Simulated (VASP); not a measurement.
## Ir: relaxation of cell and atoms with PBEsol

Crystal: Ir.

```
Ir
1.0
     0.00000    1.92696    1.92696
     1.92696    0.00000    1.92696
     1.92696    1.92696    0.00000
Ir
1
Direct
  0.00000 0.00000 0.00000
```

```yaml
Program: VASP 6.6.1
Task: relaxation of cell and atoms
Functional: PBEsol
Potentials_or_basis: VASP PAW PBE potentials, release 64 (Ir)
Cutoff: 500 eV
k_mesh: 18 × 18 × 18
Occupations: gaussian, width 0.1 eV
Spin: no spin polarisation
Dipole_correction: no
Further_INCAR_settings: ALGO = Normal; EDIFF = 1e-07; IBRION = 2; EDIFFG = -0.002; NSW = 100; ISIF = 3
```

The relaxed volume is 14.08 Å³/atom, the relaxed cell is a = 2.711 Å, b = 2.711 Å, c = 2.711 Å, α = 60.00°, β = 60.00°, γ = 60.00° and the space group after relaxing (to 0.1 Å) is Fm-3m (No. 225). The energy gained by relaxing is 4.3 meV/atom. The ionic steps are 4 and the pressure after relaxing is 0.0 GPa. The band gap on the k mesh is zero (an odd number of electrons rules out a gap without spin polarisation).

Step by step:
```csv
step,energy change (eV),largest force (eV/Å),pressure (GPa),volume (Å³)
1,0.0000,0.0000,-5.99,14.31
2,0.0671,0.0000,28.59,13.23
3,-0.0043,0.0000,-0.17,14.09
4,-0.0043,0.0000,-0.01,14.08
```

Final structure:
```
CELL_PARAMETERS angstrom
0.00000 1.91674 1.91674
1.91674 0.00000 1.91674
1.91674 1.91674 0.00000
ATOMIC_POSITIONS crystal
Ir 0.00000 0.00000 0.00000
```

Levels at points of the mesh, in eV from the Fermi level:
| k point | band 1 | band 2 | band 3 | band 4 | band 5 | band 6 | band 7 | band 8 |
| --- | --- | --- | --- | --- | --- | --- | --- | --- |
| (0.00, 0.00, 0.00) | -11.28 | -3.97 | -3.97 | -3.97 | -1.23 | -1.23 | 14.27 | 19.87 |
| (0.50, 0.00, 0.00) | -8.23 | -4.07 | -4.07 | -0.87 | 0.88 | 0.88 | 7.24 | 13.80 |
| (0.50, 0.50, 0.00) | -8.03 | -7.45 | 0.85 | 1.45 | 1.45 | 1.61 | 10.49 | 11.65 |

Run time: 52 s on 1 thread of AMD EPYC 7R43 64-Core Processor (Zen 3) (shared host), peak memory 0.12 GiB.

Caveat: the PAW data sets were made with another functional, which shifts forces and pressure a little; spin-orbit coupling is left out, which moves the levels of the heavy elements.
